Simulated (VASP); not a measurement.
Runs of VASP 6.6.1 on BN. The structure is that of space group P6_3mc (No. 186), or close to it. The cells are those of the table. 

```csv
task,level,cell,cutoff (eV),smearing,gap on the mesh (eV),pressure (GPa)
single point,PBE,"a = 2.541, b = 2.541, c = 4.203 Å, angles 90.0, 90.0, 120.0°, 4 atoms",600,methfessel-paxton 0.02 eV,(a),6.0
single point,PBEsol,"a = 2.541, b = 2.541, c = 4.203 Å, angles 90.0, 90.0, 120.0°, 4 atoms",520,gaussian 0.01 eV,4.95,0.6
relaxation of cell and atoms,PBEsol,"relaxed from a = 2.541, b = 2.541, c = 4.203 Å, angles 90.0, 90.0, 120.0°, 4 atoms",600,gaussian 0.01 eV,4.95,0.0
single point,PBEsol,"a = 2.541, b = 2.541, c = 4.203 Å, angles 90.0, 90.0, 120.0°, 4 atoms",520,gaussian 0.02 eV,4.95,0.6
```

Alike in all rows: potentials or basis VASP PAW PBE potentials, release 64 (B, N); no spin polarisation; k mesh 12 × 12 × 6.

Task: Fill in the values left out.

Result: (a) 5.18.

Caveats: the PAW data sets were made with another functional, which shifts forces and pressure a little (some runs).

A k mesh can miss the band edges.
